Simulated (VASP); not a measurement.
# AlGa2P3 (P3m1) in VASP: settings compared

Aim: see how the results for AlGa2P3 move with the level of theory and the settings. Levels: PBE, r2SCAN. Tasks: single point.

All numbers are computed with VASP 6.6.1; they aren't measurements. Logs are shortened: lines on timing, memory, paths and dates and some standing lists are left out, and cuts for length are marked.

## (1) The cell of the first run

The structure is trigonal, space group P3m1 (No. 156). The conventional cell has a = 3.861 Å, b = 3.861 Å, c = 9.459 Å, α = 90.00°, β = 90.00°, γ = 120.00°. Within 3.1 Å of Al (site symmetry 3m) lie 4 P at 2.36 to 2.37 Å. Ga (site symmetry 3m) has 4 P at 2.36 to 2.37 Å within 3.1 Å. Within 3.1 Å of Ga (site symmetry 3m) lie 4 P at 2.36 to 2.37 Å. P (site symmetry 3m) has 3 Al at 2.36 Å and 1 Ga at 2.37 Å within 3.1 Å. Within 3.1 Å of P (site symmetry 3m) lie 4 Ga at 2.36 Å. Within 3.1 Å of P (site symmetry 3m) lie 3 Ga at 2.37 Å and 1 Al at 2.37 Å.

## (2) Single point, PBE

INCAR reads:

```
  PREC = Accurate
  ENCUT = 520
  EDIFF = 1E-6
  ISMEAR = -1
  SIGMA = 0.02
  LREAL = F
  LASPH = T
  NELM = 100
  ALGO = Normal
  ISIF = 2
  LWAVE = F
  LCHARG = F
  GGA = PE
  NBANDS = 31
```

KPOINTS reads:

```
regular mesh
0
Gamma
  12 12 4
```

POSCAR reads:

```
AlGa2P3
1.0
    3.8613787749      0.0000000000      0.0000000000
   -1.9306893874      3.3440521127      0.0000000000
    0.0000000000      0.0000000000      9.4588095150
Al Ga P
1 2 3
Direct
    0.0000000000      0.0000000000     -0.0003012040
    0.6666666667      0.3333333333      0.6662995613
    0.3333333333      0.6666666667      0.3338614981
    0.6666666667      0.3333333333      0.9166244687
    0.3333333333      0.6666666667      0.5832781658
    0.0000000000      0.0000000000      0.2502375099
```

Potentials or basis: VASP PAW PBE potentials, release 64 (Al, Ga_d, P).

On the command line:

```sh
$ cat potpaw_PBE.64/Al/POTCAR potpaw_PBE.64/Ga_d/POTCAR potpaw_PBE.64/P/POTCAR > POTCAR
$ mpirun -np 1 vasp_std > vasp.out
```

OUTCAR:

```text
PREC = Accurate
   ENCUT = 520
   EDIFF = 1E-6
   ISMEAR = -1
   LREAL = F
   LASPH = T
   NELM = 100
   ISIF = 2
   GGA = PE

 ion  position               nearest neighbor table
   1  0.000  0.000  1.000-   4 2.36   4 2.36   4 2.36   6 2.37
   2  0.667  0.333  0.666-   5 2.36   5 2.36   5 2.36   4 2.37
   3  0.333  0.667  0.334-   5 2.36   6 2.37   6 2.37   6 2.37
   4  0.667  0.333  0.917-   1 2.36   1 2.36   1 2.36   2 2.37
   5  0.333  0.667  0.583-   3 2.36   2 2.36   2 2.36   2 2.36
   6  0.000  0.000  0.250-   3 2.37   3 2.37   3 2.37   1 2.37

  LATTYP: Found a hexagonal cell.
 ALAT       =     3.8613787749
 C/A-ratio  =     2.4495938022

  Lattice vectors:

 A1 = (   3.8613787749,   0.0000000000,   0.0000000000)
 A2 = (  -1.9306893874,   3.3440521127,   0.0000000000)
 A3 = (   0.0000000000,   0.0000000000,   9.4588095150)

Analysis of symmetry for initial positions (statically):
=====================================================================
 Subroutine PRICEL returns:
 Original cell was already a primitive cell.

 Routine SETGRP: Setting up the symmetry group for a
 hexagonal supercell.

 Subroutine GETGRP returns: Found  6 space group operations
 (whereof  6 operations were pure point group operations)
 out of a pool of 24 trial point group operations.

The static configuration has the point symmetry C_3v.

Analysis of symmetry for dynamics (positions and initial velocities):
=====================================================================
 Subroutine PRICEL returns:
 Original cell was already a primitive cell.

 Routine SETGRP: Setting up the symmetry group for a
 hexagonal supercell.

 Subroutine GETGRP returns: Found  6 space group operations
 (whereof  6 operations were pure point group operations)
 out of a pool of 24 trial point group operations.

The dynamic configuration has the point symmetry C_3v.

 Subroutine INISYM returns: Found  6 space group operations
 (whereof  6 operations are pure point group operations),
 and found     1 'primitive' translations

----------------------------------------------------------------------------------------

                                     Primitive cell

  volume of cell :     122.1383

  direct lattice vectors                    reciprocal lattice vectors
     3.861378775  0.000000000  0.000000000     0.258974853  0.149519201  0.000000000
    -1.930689387  3.344052113  0.000000000     0.000000000  0.299038402  0.000000000
     0.000000000  0.000000000  9.458809515     0.000000000  0.000000000  0.105721550

  length of vectors
     3.861378775  3.861378775  9.458809515     0.299038402  0.299038402  0.105721550

  position of ions in fractional coordinates (direct lattice)
     0.000000000  0.000000000  0.999698796
     0.666666667  0.333333333  0.666299561
     0.333333333  0.666666667  0.333861498
     0.666666667  0.333333333  0.916624469
     0.333333333  0.666666667  0.583278166
     0.000000000  0.000000000  0.250237510

  ion indices of the primitive-cell ions
   primitive index   ion index
                 1           1
                 2           2
                 3           3
                 4           4
                 5           5
                 6           6

----------------------------------------------------------------------------------------

 KPOINTS: regular mesh

Automatic generation of k-mesh.
 Grid dimensions read from file:
 generate k-points for:   12   12    4

 Generating k-lattice:

  Cartesian coordinates                     Fractional coordinates (reciprocal lattice)
     0.021581238  0.012459933  0.000000000     0.083333333  0.000000000  0.000000000
     0.000000000  0.024919867  0.000000000     0.000000000  0.083333333  0.000000000
     0.000000000  0.000000000  0.026430387     0.000000000  0.000000000  0.250000000

  Length of vectors
     0.024919867  0.024919867  0.026430387

  Shift w.r.t. Gamma in fractional coordinates (k-lattice)
     0.000000000  0.000000000  0.000000000

 Subroutine IBZKPT returns following result:
[... 47 lines left out ...]

 E-fermi :   5.0326     XC(G=0):  -9.6077

 val. band max:        4.6063529443   @ k =   0.0000   0.0000   0.0000
 cond. band min:       6.2032591888   @ k =   0.5000   0.0000   0.0000
 fundamental gap:      1.5969062445
 Fermi energy:         5.0326077538

 k-point     1 :       0.0000    0.0000    0.0000
  band No.  band energies     occupation
      1      -9.8735      2.00000
      2      -9.8283      2.00000
      3      -9.8064      2.00000
      4      -9.8064      2.00000
      5      -9.7846      2.00000
      6      -9.7846      2.00000
[... 23 lines left out ...]
     30       9.3959      0.00000
     31       9.5600      0.00000

 k-point     2 :       0.0833   -0.0000    0.0000
  band No.  band energies     occupation
      1      -9.8748      2.00000
      2      -9.8290      2.00000
      3      -9.8082      2.00000
      4      -9.8041      2.00000
      5      -9.7843      2.00000
      6      -9.7819      2.00000
[... 23 lines left out ...]
     30       9.5073      0.00000
     31       9.5315      0.00000

 k-point     3 :       0.1667    0.0000    0.0000
  band No.  band energies     occupation
      1      -9.8800      2.00000
      2      -9.8320      2.00000
      3      -9.8126      2.00000
      4      -9.7978      2.00000
      5      -9.7812      2.00000
      6      -9.7748      2.00000
[... 23 lines left out ...]
     30       9.7688      0.00000
     31       9.9925      0.00000

 k-point     4 :       0.2500    0.0000    0.0000
  band No.  band energies     occupation
      1      -9.8898      2.00000
      2      -9.8408      2.00000
      3      -9.8134      2.00000
      4      -9.7901      2.00000
      5      -9.7745      2.00000
      6      -9.7657      2.00000
[... 635 lines left out ...]
     30       9.3721      0.00000
     31       9.5218      0.00000

 k-point    23 :       0.1667    0.0000    0.2500
  band No.  band energies     occupation
      1      -9.8798      2.00000
      2      -9.8330      2.00000
      3      -9.8118      2.00000
      4      -9.7978      2.00000
      5      -9.7812      2.00000
      6      -9.7748      2.00000
[... 23 lines left out ...]
     30       9.9605      0.00000
     31       9.9626      0.00000

 k-point    24 :       0.0000    0.1667    0.2500
  band No.  band energies     occupation
      1      -9.8799      2.00000
      2      -9.8325      2.00000
      3      -9.8123      2.00000
      4      -9.7978      2.00000
      5      -9.7811      2.00000
      6      -9.7748      2.00000
[... 23 lines left out ...]
     30      10.0186      0.00000
     31      10.1473      0.00000

 [... further k-points ...]

------------------------ aborting loop because EDIFF is reached ----------------------------------------

  FORCE on cell =-STRESS in cart. coord.  units (eV):
  Direction    XX          YY          ZZ          XY          YZ          ZX
  --------------------------------------------------------------------------------------
  -------------------------------------------------------------------------------------
  Total        1.5665413      1.5665413      1.5533909      0.0000000      0.0000000      0.0000000
  in kB       20.5494640     20.5494640     20.3769613      0.0000000      0.0000000      0.0000000
  external PRESSURE =      20.4919631 kB  Pullay stress =       0.0000000 kB

 VOLUME and BASIS-vectors are now :
 -----------------------------------------------------------------------------
  energy-cutoff  :      520.00
  volume of cell :      122.14
      direct lattice vectors                 reciprocal lattice vectors
     3.861378775  0.000000000  0.000000000     0.258974853  0.149519201  0.000000000
    -1.930689387  3.344052113  0.000000000     0.000000000  0.299038402  0.000000000
     0.000000000  0.000000000  9.458809515     0.000000000  0.000000000  0.105721550

 POSITION                                       TOTAL-FORCE (eV/Angst)
 -----------------------------------------------------------------------------------
      0.00000      0.00000      9.45596         0.000000     -0.000000      0.017460
      1.93069      1.11468      6.30240        -0.000000     -0.000000     -0.001202
     -0.00000      2.22937      3.15793        -0.000000      0.000000     -0.015335
      1.93069      1.11468      8.67018         0.000000     -0.000000      0.060277
     -0.00000      2.22937      5.51712         0.000000     -0.000000      0.007321
      0.00000      0.00000      2.36695         0.000000     -0.000000     -0.068520
 -----------------------------------------------------------------------------------
    total drift:                               -0.000003      0.000001      0.000011

  FREE ENERGIE OF THE ION-ELECTRON SYSTEM (eV)
  ---------------------------------------------------
  free  energy   TOTEN  =       -28.6039045279 eV

  energy  without entropy=      -28.6039045279  energy(sigma->0) =      -28.60390453
```

It took 2.2 min on 1 thread of Intel Xeon 6975P-C (Granite Rapids), shared host; peak memory 0.37 GiB.

What came out:

```yaml
Free_energy: -28.6039 eV
Pressure: 2.0 GPa
Largest_force: 0.069 eV/Å
Band_gap_on_the_k_mesh: 1.60 eV, indirect (least direct gap 1.92 eV)
```

Forces on the atoms (eV/Å):
```
Al   0.000  0.000  0.017
Ga   0.000  0.000 -0.001
Ga   0.000  0.000 -0.015
P    0.000  0.000  0.060
P    0.000  0.000  0.007
P    0.000  0.000 -0.069
```

Levels at points of the mesh, in eV from the valence-band top:
```csv
k point,band 19,band 20,band 21,band 22,band 23,band 24,band 25,band 26
"(0.00, 0.00, 0.00)",-0.75,-0.02,0.00,0.00,1.92,2.02,2.86,4.09
"(0.50, 0.00, 0.00)",-2.46,-2.30,-1.53,-1.45,1.60,1.97,2.85,3.03
"(0.00, 0.00, 0.50)",-0.45,-0.45,-0.22,-0.22,1.90,2.53,3.15,4.52
"(0.50, 0.00, 0.50)",-2.25,-2.16,-1.01,-1.01,1.88,2.10,2.25,3.64
```

A k mesh can miss the band edges. PBE gaps usually lie below the measured ones, often by a third to a half.

## (3) Single point, PBE

This run uses another cell than the first one, of 20.88 Å³/atom, 1.026 times its volume.

INCAR reads:

```
PREC     = Accurate       # precision mode
ENCUT    = 520            # plane-wave cutoff, eV
EDIFF    = 1E-7           # SCF threshold, eV
ISMEAR   = -1             # smearing method
SIGMA    = 0.02           # smearing width, eV
LREAL    = False          # projectors in reciprocal space
LASPH    = True           # aspherical terms in the spheres
NELM     = 60             # most SCF steps
ALGO     = Normal         # electronic algorithm
ISIF     = 2              # what is computed and relaxed
LWAVE    = False          # write WAVECAR
LCHARG   = True           # write CHGCAR
GGA      = PE             # functional
LELF     = True           # ELF
LVHAR    = True         
NBANDS   = 31             # bands
```

KPOINTS is that of step 2.

POSCAR reads:

```
AlGa2P3
1.0
    3.8945291610      0.0000000000      0.0000000000
   -1.9472645805      3.3727611892      0.0000000000
    0.0000000000      0.0000000000      9.5368295444
Al Ga P
1 2 3
Direct
    0.0000000000      0.0000000000     -0.0002745546
    0.6666666667      0.3333333333      0.6665956227
    0.3333333333      0.6666666667      0.3334599680
    0.6666666667      0.3333333333      0.9173358412
    0.3333333333      0.6666666667      0.5832757788
    0.0000000000      0.0000000000      0.2496073438
```

Potentials or basis: VASP PAW PBE potentials, release 64 (Al, Ga_d, P).

On the command line:

```sh
$ cat potpaw_PBE.64/Al/POTCAR potpaw_PBE.64/Ga_d/POTCAR potpaw_PBE.64/P/POTCAR > POTCAR
$ mpirun -np 1 vasp_std > vasp.out
```

Run time: 2.6 min. Hardware: 1 thread of Intel Xeon 6975P-C (Granite Rapids), shared host; peak memory 0.38 GiB.

It converged, with:

```
Free energy            : -28.6239 eV
Pressure               : 0.0 GPa
Largest force          : 0.006 eV/Å
Band gap on the k mesh : 1.65 eV, indirect (least direct gap 1.75 eV)
```

Forces in eV/Å, atoms in the order of the input:
```
Al   0.000  0.000 -0.001
Ga   0.000  0.000  0.002
Ga   0.000  0.000  0.001
P    0.000  0.000  0.005
P    0.000  0.000  0.000
P    0.000  0.000 -0.006
```

Levels at points of the mesh, in eV from the valence-band top:
| k point | band 20 | band 21 | band 22 | band 23 | band 24 | band 25 |
| --- | --- | --- | --- | --- | --- | --- |
| (0.00, 0.00, 0.00) | -0.02 | 0.00 | 0.00 | 1.75 | 1.94 | 2.72 |
| (0.50, 0.00, 0.00) | -2.24 | -1.48 | -1.41 | 1.65 | 1.99 | 2.80 |
| (0.00, 0.00, 0.50) | -0.44 | -0.21 | -0.21 | 1.82 | 2.41 | 3.04 |
| (0.50, 0.00, 0.50) | -2.11 | -0.98 | -0.98 | 1.82 | 2.11 | 2.27 |

## (4) Single point, r2SCAN

POSCAR reads:

```
AlGa2P3
1.0
    3.8613787749      0.0000000000      0.0000000000
   -1.9306893874      3.3440521127      0.0000000000
    0.0000000000      0.0000000000      9.4588095150
Al Ga P
1 2 3
Direct
    0.0000000000      0.0000000000     -0.0003012040
    0.6666666667      0.3333333333      0.6662995613
    0.3333333333      0.6666666667      0.3338614981
    0.6666666667      0.3333333333      0.9166244687
    0.3333333333      0.6666666667      0.5832781658
    0.0000000000      0.0000000000      0.2502375099
```

INCAR.step1 reads:

```
PREC     = Accurate       # precision mode
ENCUT    = 520            # plane-wave cutoff, eV
ISMEAR   = -1             # smearing method
SIGMA    = 0.02           # smearing width, eV
LREAL    = F              # projectors in reciprocal space
LASPH    = T              # aspherical terms in the spheres
NELM     = 60             # most SCF steps
NBANDS   = 31             # bands
GGA      = PE             # functional
ALGO     = Normal         # electronic algorithm
EDIFF    = 1E-4           # SCF threshold, eV
LWAVE    = T              # write WAVECAR
LCHARG   = F              # write CHGCAR
```

INCAR.step2 reads:

```
PREC     = Accurate       # precision mode
ENCUT    = 520            # plane-wave cutoff, eV
EDIFF    = 1E-6           # SCF threshold, eV
ISMEAR   = -1             # smearing method
SIGMA    = 0.02           # smearing width, eV
LREAL    = F              # projectors in reciprocal space
LASPH    = T              # aspherical terms in the spheres
NELM     = 60             # most SCF steps
ALGO     = Normal         # electronic algorithm
ISIF     = 2              # what is computed and relaxed
LWAVE    = F              # write WAVECAR
LCHARG   = F              # write CHGCAR
METAGGA  = R2SCAN         # meta-GGA
LMIXTAU  = T            
NBANDS   = 31             # bands
ISTART   = 1
```

KPOINTS is that of step 3.

On the command line:

```sh
$ cat potpaw_PBE.64/Al/POTCAR potpaw_PBE.64/Ga_d/POTCAR potpaw_PBE.64/P/POTCAR > POTCAR
$ cp INCAR.step1 INCAR
$ mpirun -np 1 vasp_std > vasp.out
$ cp INCAR.step2 INCAR
$ mpirun -np 1 vasp_std > vasp.out
```

It took 7.5 min on 1 thread of Intel Xeon 6975P-C (Granite Rapids), shared host; peak memory 0.41 GiB.

Results (log left out):

```
Free energy            : -60.1284 eV
Pressure               : -0.1 GPa
Largest force          : 0.021 eV/Å
Band gap on the k mesh : 1.88 eV, indirect (least direct gap 2.38 eV)
```

Forces on the atoms (eV/Å):
```
Al   0.000  0.000  0.001
Ga   0.000  0.000 -0.003
Ga   0.000  0.000 -0.002
P    0.000  0.000  0.020
P    0.000  0.000  0.004
P    0.000  0.000 -0.021
```

Levels at points of the mesh, in eV from the valence-band top:
| k point | band 19 | band 20 | band 21 | band 22 | band 23 | band 24 | band 25 | band 26 |
| --- | --- | --- | --- | --- | --- | --- | --- | --- |
| (0.00, 0.00, 0.00) | -0.78 | -0.03 | 0.00 | 0.00 | 2.38 | 2.40 | 3.42 | 4.42 |
| (0.50, 0.00, 0.00) | -2.53 | -2.35 | -1.60 | -1.51 | 1.88 | 2.28 | 3.19 | 3.42 |
| (0.00, 0.00, 0.50) | -0.47 | -0.47 | -0.23 | -0.23 | 2.29 | 2.95 | 3.65 | 4.86 |
| (0.50, 0.00, 0.50) | -2.35 | -2.25 | -1.06 | -1.06 | 2.22 | 2.43 | 2.58 | 3.99 |

Caveat: the PAW data sets were made with another functional, which shifts forces and pressure a little. r2SCAN opens gaps a little over a GGA but as a rule still falls short of measured ones.

## (5) Single point, r2SCAN

POSCAR is that of step 4.

INCAR.step1 reads:

```
SYSTEM = AlGa2P3
PREC = Accurate
ENCUT = 520
ISMEAR = 0
SIGMA = 0.01
LREAL = .FALSE.
LASPH = .TRUE.
NELM = 100
NBANDS = 31
GGA = PE
ALGO = Normal
EDIFF = 1E-4
LWAVE = .TRUE.
LCHARG = .FALSE.
```

INCAR.step2 reads:

```
SYSTEM = AlGa2P3
PREC = Accurate
ENCUT = 520
EDIFF = 1E-6
ISMEAR = 0
SIGMA = 0.01
LREAL = .FALSE.
LASPH = .TRUE.
NELM = 100
ALGO = Normal
ISIF = 2
LWAVE = .FALSE.
LCHARG = .FALSE.
METAGGA = R2SCAN
LMIXTAU = .TRUE.
NBANDS = 31
ISTART = 1
```

KPOINTS reads:

```
Automatic mesh
0
G
  12 12 4
  0 0 0
```

On the command line:

```sh
$ cat potpaw_PBE.64/Al/POTCAR potpaw_PBE.64/Ga_d/POTCAR potpaw_PBE.64/P/POTCAR > POTCAR
$ cp INCAR.step1 INCAR
$ mpirun -np 1 vasp_std > vasp.out
$ cp INCAR.step2 INCAR
$ mpirun -np 1 vasp_std > vasp.out
```

Run time: 32 min. Hardware: 1 thread of Oxide Virtual Turin-like, shared host; peak memory 0.38 GiB.

Results (log left out):

- Free energy: -60.1284 eV
- Pressure: -0.1 GPa
- Largest force: 0.021 eV/Å
- Band gap on the k mesh: 1.88 eV, indirect (least direct gap 2.38 eV)

Forces in eV/Å, atoms in the order of the input:
```
Al   0.000  0.000  0.001
Ga   0.000  0.000 -0.003
Ga   0.000  0.000 -0.002
P    0.000  0.000  0.020
P    0.000  0.000  0.004
P    0.000  0.000 -0.021
```

Levels at points of the mesh, in eV from the valence-band top:
```
           k point  band 18  band 19  band 20  band 21  band 22  band 23  band 24  band 25  band 26  band 27
(0.00, 0.00, 0.00)    -0.78    -0.78    -0.03     0.00     0.00     2.38     2.40     3.42     4.42     4.42
(0.50, 0.00, 0.00)    -2.60    -2.53    -2.35    -1.60    -1.51     1.88     2.28     3.19     3.42     5.14
(0.00, 0.00, 0.50)    -1.08    -0.47    -0.47    -0.23    -0.23     2.29     2.95     3.65     4.86     4.86
(0.50, 0.00, 0.50)    -3.19    -2.35    -2.25    -1.06    -1.06     2.22     2.43     2.58     3.99     4.05
```

Caveat: the PAW data sets were made with another functional, which shifts forces and pressure a little.

## (6) The runs side by side

```tsv
level	cell	smearing	gap on the mesh (eV)	pressure (GPa)	largest force (eV/Å)
PBE	a = 3.861, b = 3.861, c = 9.459 Å, angles 90.0, 90.0, 120.0°, 6 atoms	fermi-dirac 0.02 eV	1.60	2.0	0.07
PBE	a = 3.895, b = 3.895, c = 9.537 Å, angles 90.0, 90.0, 120.0°, 6 atoms	fermi-dirac 0.02 eV	1.65	0.0	0.01
r2SCAN	a = 3.861, b = 3.861, c = 9.459 Å, angles 90.0, 90.0, 120.0°, 6 atoms	fermi-dirac 0.02 eV	1.88	-0.1	0.02
r2SCAN	a = 3.861, b = 3.861, c = 9.459 Å, angles 90.0, 90.0, 120.0°, 6 atoms	gaussian 0.01 eV	1.88	-0.1	0.02
```

Alike in all rows: task single point; potentials or basis VASP PAW PBE potentials, release 64 (Al, Ga_d, P); no spin polarisation; k mesh 12 × 12 × 4; cutoff (eV) 520.

On the cell as given the gap runs from 1.60 eV (PBE) to 1.88 eV (r2SCAN). The pressure there spans -0.1 GPa (r2SCAN) to 2.0 GPa (PBE); a positive pressure means that this level wants a larger cell, a negative one a smaller.

Caveats: the PAW data sets were made with another functional, which shifts forces and pressure a little (some runs).

Total energies depend on the potentials used, so only differences within one code and one set of settings carry meaning.
